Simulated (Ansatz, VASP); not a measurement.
# One calculation of PCS4, two programs

Contents of INCAR:

```
SYSTEM = PCS4
ALGO = Normal ; EDIFF = 1E-6
EDIFFG = -0.01 ; ENCUT = 600
GGA = PE ; IBRION = 2
ISIF = 3 ; ISMEAR = 0
IVDW = 12 ; LASPH = .TRUE.
LCHARG = .FALSE. ; LREAL = .FALSE.
LWAVE = .FALSE. ; NELM = 100
NSW = 100 ; PREC = Accurate
SIGMA = 0.1
```

KPOINTS

```
k-points
0
G
  8 8 8
  0 0 0
```

POSCAR

```
PCS4
1.0
    0.0000000000      4.0297204452      4.0297204452
    4.0297204452      0.0000000000      4.0297204452
    4.0297204452      4.0297204452      0.0000000000
P C S
1 1 4
Direct
    0.7500000000      0.7500000000      0.7500000000
    0.0000000000      0.0000000000      0.0000000000
    0.1258205330      0.6225384009      0.1258205330
    0.1258205330      0.1258205330      0.1258205330
    0.6225384009      0.1258205330      0.1258205330
    0.1258205330      0.1258205330      0.6225384009
```

Input for Ansatz:

```yaml
crystal:
  lattice:
    - [0.0, 4.0297204452, 4.0297204452]
    - [4.0297204452, 0.0, 4.0297204452]
    - [4.0297204452, 4.0297204452, 0.0]
  atoms:
    - { symbol: P, position: [0.75, 0.75, 0.75] }
    - { symbol: C, position: [0.0, 0.0, 0.0] }
    - { symbol: S, position: [0.125820533, 0.6225384009, 0.125820533] }
    - { symbol: S, position: [0.125820533, 0.125820533, 0.125820533] }
    - { symbol: S, position: [0.6225384009, 0.125820533, 0.125820533] }
    - { symbol: S, position: [0.125820533, 0.125820533, 0.6225384009] }
basis:
  ecutwfc: 420
kpoints:
  mp_grid: { grid: [8, 8, 8] }
hamiltonian:
  xc: pbe
  dispersion: d3bj
scf:
  occupations: { method: gaussian, width: 0.1 }
output:
  forces: true
  stress: true
  eigenvalues: true
  write_density: true
  write_potential: true
  elf: true
  volumetric_format: npy
relax:
  adjacent_minimum: "off"
  f_tol: 0.01
  max_steps: 80
  cell: { stress_tol: 0.05 }
```

Alike in both runs: task relaxation of cell and atoms; functional PBE; dispersion D3(BJ); k mesh 8 × 8 × 8; occupations gaussian, width 0.1 eV; no spin polarisation.

|  | VASP | Ansatz |
| --- | --- | --- |
| version | VASP 6.6.1 | Ansatz 0.2.0 |
| potentials or method | VASP PAW PBE potentials, release 64 (P, C, S), cutoff 600 eV | scalar-relativistic, plane waves, PAW |
| valence electrons in the cell | 33 | 33 |

```tsv
	VASP	Ansatz	Ansatz less VASP
gap on the k mesh at the Fermi level, each at its own relaxed structure (eV)	none	none	-
relaxed volume (Å³/atom)	21.99	22.06	+0.069
relaxed length of the cell vector where the two differ most in proportion (Å)	5.715	5.721	+0.0059
```

A gap of «none» marks a metal or a gap that the smearing closes.
